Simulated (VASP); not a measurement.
# AlN (F-43m) in VASP: notebook

The runs below take AlN through dielectric tensor, with r2SCAN.

Everything below comes from runs of VASP 6.6.1. Logs are shortened: lines on timing, memory, paths and dates and some standing lists are left out, and cuts for length are marked.

**1. The cell of the first run**

The structure is cubic, space group F-43m (No. 216). Conventional cell: a = 4.370 Å, b = 4.370 Å, c = 4.370 Å, α = 90.00°, β = 90.00°, γ = 90.00°. Al (site symmetry -43m) has 4 N at 1.89 Å within 2.5 Å. N (site symmetry -43m) has 4 Al at 1.89 Å within 2.5 Å.

**2. Dielectric tensor, r2SCAN**

Contents of INCAR:

```
ALGO = Normal
EDIFF = 1E-8
ENCUT = 520
ISIF = 2
ISMEAR = 0
LASPH = True
LCALCEPS = True
LCHARG = False
LMIXTAU = True
LREAL = False
LWAVE = False
METAGGA = R2SCAN
NELM = 60
PREC = Accurate
SIGMA = 0.01
```

Contents of KPOINTS:

```
k-points
0
Gamma
  8 8 8
```

Contents of POSCAR:

```
AlN
1.0
    0.0000000000      2.1848764125      2.1848764125
    2.1848764125      0.0000000000      2.1848764125
    2.1848764125      2.1848764125      0.0000000000
Al N
1 1
Direct
    0.0000000000      0.0000000000      0.0000000000
    0.2500000000      0.2500000000      0.2500000000
```

Potentials or basis: VASP PAW PBE potentials, release 64 (Al, N).

On the command line:

```console
$ cat potpaw_PBE.64/Al/POTCAR potpaw_PBE.64/N/POTCAR > POTCAR
$ mpirun -np 1 vasp_std > vasp.out
```

OUTCAR:

```text
EDIFF = 1E-8
   ENCUT = 520
   ISIF = 2
   ISMEAR = 0
   LASPH = True
   LREAL = False
   METAGGA = R2SCAN
   NELM = 60
   PREC = Accurate

 ion  position               nearest neighbor table
   1  0.000  0.000  0.000-   2 1.89   2 1.89   2 1.89   2 1.89
   2  0.250  0.250  0.250-   1 1.89   1 1.89   1 1.89   1 1.89

  LATTYP: Found a face centered cubic cell.
 ALAT       =     4.3697528250

  Lattice vectors:

 A1 = (   0.0000000000,   2.1848764125,   2.1848764125)
 A2 = (   2.1848764125,   0.0000000000,   2.1848764125)
 A3 = (   2.1848764125,   2.1848764125,   0.0000000000)

Analysis of symmetry for initial positions (statically):
=====================================================================
 Subroutine PRICEL returns:
 Original cell was already a primitive cell.

 Routine SETGRP: Setting up the symmetry group for a
 face centered cubic supercell.

 Subroutine GETGRP returns: Found 24 space group operations
 (whereof 24 operations were pure point group operations)
 out of a pool of 48 trial point group operations.

The static configuration has the point symmetry T_d .

Analysis of symmetry for dynamics (positions and initial velocities):
=====================================================================
 Subroutine PRICEL returns:
 Original cell was already a primitive cell.

 Routine SETGRP: Setting up the symmetry group for a
 face centered cubic supercell.

 Subroutine GETGRP returns: Found 24 space group operations
 (whereof 24 operations were pure point group operations)
 out of a pool of 48 trial point group operations.

The dynamic configuration has the point symmetry T_d .

 Subroutine INISYM returns: Found 24 space group operations
 (whereof 24 operations are pure point group operations),
 and found     1 'primitive' translations

----------------------------------------------------------------------------------------

                                     Primitive cell

  volume of cell :      20.8598

  direct lattice vectors                    reciprocal lattice vectors
     0.000000000  2.184876412  2.184876412    -0.228845896  0.228845896  0.228845896
     2.184876412  0.000000000  2.184876412     0.228845896 -0.228845896  0.228845896
     2.184876412  2.184876412  0.000000000     0.228845896  0.228845896 -0.228845896

  length of vectors
     3.089881855  3.089881855  3.089881855     0.396372719  0.396372719  0.396372719

  position of ions in fractional coordinates (direct lattice)
     0.000000000  0.000000000  0.000000000
     0.250000000  0.250000000  0.250000000

  ion indices of the primitive-cell ions
   primitive index   ion index
                 1           1
                 2           2

----------------------------------------------------------------------------------------

 KPOINTS: k-points

Automatic generation of k-mesh.
 Grid dimensions read from file:
 generate k-points for:    8    8    8

 Generating k-lattice:

  Cartesian coordinates                     Fractional coordinates (reciprocal lattice)
    -0.028605737  0.028605737  0.028605737     0.125000000  0.000000000  0.000000000
     0.028605737 -0.028605737  0.028605737     0.000000000  0.125000000  0.000000000
     0.028605737  0.028605737 -0.028605737     0.000000000  0.000000000  0.125000000

  Length of vectors
     0.049546590  0.049546590  0.049546590

  Shift w.r.t. Gamma in fractional coordinates (k-lattice)
     0.000000000  0.000000000  0.000000000

 Subroutine IBZKPT returns following result:
 ===========================================

 Found     29 irreducible k-points:

 Following reciprocal coordinates:
            Coordinates               Weight
  0.000000  0.000000  0.000000      1.000000
  0.125000  0.000000  0.000000      8.000000
  0.250000  0.000000  0.000000      8.000000
  0.375000  0.000000  0.000000      8.000000
  0.500000  0.000000  0.000000      4.000000
  0.125000  0.125000  0.000000      6.000000
[... 16 lines left out ...]
  0.500000  0.250000  0.125000     48.000000
 -0.375000  0.250000  0.125000     24.000000
 [... further k-points ...]
   k-points           NKPTS =     29   k-points in BZ     NKDIM =     29   number of bands    NBANDS=      8
   number of dos      NEDOS =    301   number of ions     NIONS =      2
   total plane-waves  NPLWV =  13824
   dimension x,y,z NGX =    24 NGY =   24 NGZ =   24
   dimension x,y,z NGXF=    48 NGYF=   48 NGZF=   48
   ions per type =               1   1
   NGX,Y,Z   is equivalent  to a cutoff of  12.91, 12.91, 12.91 a.u.
   NGXF,Y,Z  is equivalent  to a cutoff of  25.83, 25.83, 25.83 a.u.
 SYSTEM =  unknown system
   PREC   = accura    normal or accurate (medium, high low for compatibility)
   ISTART =      0    job   : 0-new  1-cont  2-samecut
   ICHARG =      2    charge: 1-file 2-atom 10-const
   ISPIN  =      1    spin polarized calculation?
   LNONCOLLINEAR =      F non collinear calculations
   LSORBIT =      F    spin-orbit coupling
   LASPH  =      T    aspherical Exc in radial PAW
   ENCUT  =  520.0 eV  38.22 Ry    6.18 a.u.   5.75  5.75  5.75*2*pi/ulx,y,z
   NELM   =     60;   NELMIN=  2; NELMDL= -5     # of ELM steps
   EDIFF  = 0.1E-07   stopping-criterion for ELM
   LREAL  =      F    real-space projection
   EDIFFG = 0.1E-06   stopping-criterion for IOM
   NSW    =      0    number of steps for IOM
   IBRION =     -1    ionic relax: 0-MD 1-quasi-New 2-CG
   NFREE  =      0    steps in history (QN), initial steepest desc. (CG)
   ISIF   =      2    stress and relaxation
   ISYM   =      2    0-nonsym 1-usesym 2-fastsym
   POTIM  = 0.5000    time-step for ionic-motion
   TEBEG  =    0.0;   TEEND  =   0.0 temperature during run
   PSTRESS=    0.0 pullay stress
   NELECT =       8.0000    total number of electrons
   NUPDOWN=      -1.0000    fix difference up-down
   EMIN   =  10.00;   EMAX   =-10.00  energy-range for DOS
   EFERMI =   0.00;   METHOD = LEGACY
   ISMEAR =     0;   SIGMA  =   0.01  broadening in eV -4-tet -1-fermi 0-gaus
   EFERMI_NEDOS =   21; number of points for ismear=-14 and -15
   IALGO  =     38    algorithm
   IMIX   =      4    mixing-type and parameters
     AMIX     =   0.40;   BMIX     =  1.00
     AMIX_MAG =   1.60;   BMIX_MAG =  1.00
  volume/ion in A,a.u.               =      10.43        70.38
  Fermi-wavevector in a.u.,A,eV,Ry     =   1.189418  2.247675 19.248378  1.414716
  Thomas-Fermi vector in A             =   2.325526
   LORBIT       =      0    0 simple, 1 ext, 2 COOP (PROOUT), +10 PAW based schemes
   METAGGA = R2SCAN    functional components
   LHFCALC =     F    Hartree Fock is set to
   AEXX    =    0.0000 exact exchange contribution
   IVDW    =     0    specifies the selected vdW correction
   LEPSILON=     F    determine dielectric tensor
   LRPA    =     F    only Hartree local field effects (RPA)
   LRPA       =     F
 non-spin polarized calculation
 Gauss-broadening in eV      SIGMA  =   0.01
  energy-cutoff  :      520.00
  volume of cell :       20.86
 maximum number of plane-waves:       588
   NGX = 11   NGY = 11   NGZ = 11

 number of electron       8.0000000 magnetization

 Free energy of the ion-electron system (eV)
  ---------------------------------------------------
  ext. energy  EPLUGINS =         0.00000000
  ---------------------------------------------------
  free energy    TOTEN  =       -19.17963508 eV

  energy without entropy =      -19.17963508  energy(sigma->0) =      -19.17963508

 E-fermi :   5.7331     XC(G=0): -11.4129

 val. band max:        5.6819547625   @ k =   0.0000   0.0000   0.0000
 cond. band min:   10000.0000000000   @ k =   0.0000   0.0000   0.0000
 fundamental gap:   9994.3180452375
 Fermi energy:         5.7330927013

 k-point     1 :       0.0000    0.0000    0.0000
  band No.  band energies     occupation
      1     -10.0528      2.00000
      2       5.6817      2.00000
      3       5.6819      2.00000
      4       5.6820      2.00000
      5   10000.0000      0.00000
      6   10000.0000      0.00000
      7   10000.0000      0.00000
      8   10000.0000      0.00000
[... 243 lines left out ...]
 k-point    24 :      -0.3750    0.2500    0.1250
  band No.  band energies     occupation
      1      -7.7277      2.00000
      2       0.5169      2.00000
      3       3.4449      2.00000
      4       4.5595      2.00000
      5   10000.0000      0.00000
      6   10000.0000      0.00000
      7   10000.0000      0.00000
      8   10000.0000      0.00000

 [... further k-points ...]

------------------------ aborting loop because EDIFF is reached ----------------------------------------

            Ionic dipole moment: p[ion]=(     5.46219     5.46219     5.46219 ) |e| Angst

 Total electronic dipole moment: p[elc]=(     0.00015     0.00015     0.00389 ) |e| Angst

 MACROSCOPIC STATIC DIELECTRIC TENSOR (including local field effects)
 ------------------------------------------------------
           4.242639     0.000000     0.000000
          -0.000000     4.242639     0.000000
          -0.000000    -0.000000     4.242639
 ------------------------------------------------------

 PIEZOELECTRIC TENSOR (including local field effects) (e Angst)
          XX          YY          ZZ          XY          YZ          ZX
  --------------------------------------------------------------------------------
  x     0.00000     0.00000     0.00000     0.00000    -0.77392     0.00000
  y     0.00000    -0.00000     0.00000     0.00000     0.00000    -0.77392
  z     0.00000     0.00000    -0.00000    -0.77392     0.00000     0.00000

 PIEZOELECTRIC TENSOR (including local field effects) (C/m^2)
          XX          YY          ZZ          XY          YZ          ZX
  --------------------------------------------------------------------------------
  x     0.00000     0.00000     0.00000     0.00000    -0.59442     0.00000
  y     0.00000    -0.00000     0.00000     0.00000     0.00000    -0.59442
  z     0.00000     0.00000    -0.00000    -0.59442     0.00000     0.00000

 BORN EFFECTIVE CHARGES (including local field effects) (in |e|, cummulative output)
 ---------------------------------------------------------------------------------
 ion    1
    1     2.51819    -0.00000    -0.00000
    2    -0.00000     2.51819    -0.00000
    3     0.00000     0.00000     2.51819
 ion    2
    1    -2.51819     0.00000     0.00000
    2     0.00000    -2.51819     0.00000
    3    -0.00000    -0.00000    -2.51819

  FORCE on cell =-STRESS in cart. coord.  units (eV):
  Direction    XX          YY          ZZ          XY          YZ          ZX
  --------------------------------------------------------------------------------------
  -------------------------------------------------------------------------------------
  Total       -0.0505186     -0.0505186     -0.0505186      0.0000000     -0.0000000      0.0000000
  in kB       -3.8801753     -3.8801753     -3.8801753      0.0000000     -0.0000000      0.0000000
  external PRESSURE =      -3.8801753 kB  Pullay stress =       0.0000000 kB

 VOLUME and BASIS-vectors are now :
 -----------------------------------------------------------------------------
  energy-cutoff  :      520.00
  volume of cell :       20.86
      direct lattice vectors                 reciprocal lattice vectors
     0.000000000  2.184876412  2.184876412    -0.228845896  0.228845896  0.228845896
     2.184876412  0.000000000  2.184876412     0.228845896 -0.228845896  0.228845896
     2.184876412  2.184876412  0.000000000     0.228845896  0.228845896 -0.228845896

 POSITION                                       TOTAL-FORCE (eV/Angst)
 -----------------------------------------------------------------------------------
      0.00000      0.00000      0.00000        -0.000000     -0.000000     -0.000000
      1.09244      1.09244      1.09244         0.000000      0.000000      0.000000
 -----------------------------------------------------------------------------------
    total drift:                               -0.000000     -0.000000     -0.000000

  FREE ENERGIE OF THE ION-ELECTRON SYSTEM (eV)
  ---------------------------------------------------
  free  energy   TOTEN  =       -19.1796350838 eV

  energy  without entropy=      -19.1796350838  energy(sigma->0) =      -19.17963508
```

Run time: 7.5 min. Hardware: 1 thread of Intel Xeon Platinum 8559C (Emerald Rapids), shared host; peak memory 0.24 GiB.

Results:

| Property | Result |
| --- | --- |
| Band gap on the k mesh | 3.93 eV, indirect (least direct gap 4.88 eV) |
| Electronic dielectric tensor (diagonal) | 4.24 |
| Born charges (mean of the diagonal) | Al +2.52; N -2.52 e |

Electronic dielectric tensor:
```
4.24 0.00 0.00
0.00 4.24 0.00
0.00 0.00 4.24
```

Born effective charge tensors (e):
atom 1, Al
```
2.52 0.00 0.00
0.00 2.52 0.00
0.00 0.00 2.52
```
atom 2, N
```
-2.52  0.00  0.00
 0.00 -2.52  0.00
 0.00  0.00 -2.52
```

Dipole moments of the cell (e·Å, modulo the quantum): ionic 5.462, 5.462, 5.462; electronic 0.000, 0.000, 0.004

Caveat: the PAW data sets were made with another functional, which shifts forces and pressure a little.

(Part 1 of 3 ends here.)
